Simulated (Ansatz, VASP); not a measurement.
**One calculation of PtSe2, two programs**

INCAR

```
PREC = Accurate
ENCUT = 520
EDIFF = 1E-6
ISMEAR = 0
SIGMA = 0.15
LREAL = F
LASPH = T
NELM = 100
ALGO = Normal
ISIF = 2
LWAVE = F
LCHARG = F
GGA = PE
IVDW = 12
NBANDS = 18
```

KPOINTS

```
Automatic mesh
0
Gamma
  12 12 8
```

File POSCAR:

```
PtSe2
1.0
    3.7715031150      0.0000000000      0.0000000000
   -1.8857515575      3.2662175080      0.0000000000
    0.0000000000      0.0000000000      4.8219239451
Pt Se
1 2
Direct
   -0.0099149578     -0.0198299156      0.0000000000
    0.3318025106      0.6636050212      0.2655211092
    0.6926906531      0.3853813061      0.7344788908
```

Input for Ansatz:

```yaml
crystal:
  lattice:
    - [3.771503115, 0.0, 0.0]
    - [-1.8857515575, 3.266217508, 0.0]
    - [0.0, 0.0, 4.8219239451]
  atoms:
    - { symbol: Pt, position: [-0.0099149578, -0.0198299156, 0.0] }
    - { symbol: Se, position: [0.3318025106, 0.6636050212, 0.2655211092] }
    - { symbol: Se, position: [0.6926906531, 0.3853813061, 0.7344788908] }
basis:
  ecutwfc: 420
kpoints:
  mp_grid: { grid: [12, 12, 8] }
hamiltonian:
  xc: pbe
  pseudopotentials: { kind: paw, azcp: { folder: soft_1 } }
  dispersion: d3bj
scf:
  occupations: { method: gaussian, width: 0.15 }
output:
  forces: true
  stress: true
  eigenvalues: true
```

Change from the starting cell: mode 5 frozen in at -0.090 Å and mode 8 at -0.080 Å (largest displacements).

Alike in both runs: task single point; functional PBE; dispersion D3(BJ); k mesh 12 × 12 × 8; occupations gaussian, width 0.15 eV; no spin polarisation.

```csv
,VASP,Ansatz
version,VASP 6.6.1,Ansatz 0.2.0
potentials or method,"VASP PAW PBE potentials, release 64 (Pt, Se), cutoff 520 eV","scalar-relativistic, plane waves, PAW"
valence electrons in the cell,22,50
```

|  | VASP | Ansatz | Ansatz less VASP |
| --- | --- | --- | --- |
| gap on the k mesh at the Fermi level (eV) | none | none | - |
| pressure (GPa) | 2.3 | 2.3 | -0.01 |
| traceless stress, the component that is largest in VASP (GPa) | 5.55 | 5.53 | -0.028 |
| rms of the force components (eV/Å) | 1.129 | 1.122 | -0.0075 |

Atom by atom the forces differ by 0.008 eV/Å (rms over components). A gap of «none» marks a metal or a gap that the smearing closes. VASP's potentials hold 22 valence electrons a cell and Ansatz's 50, so a difference there can come from the potentials and not from the codes.

Spin-orbit coupling is off throughout.
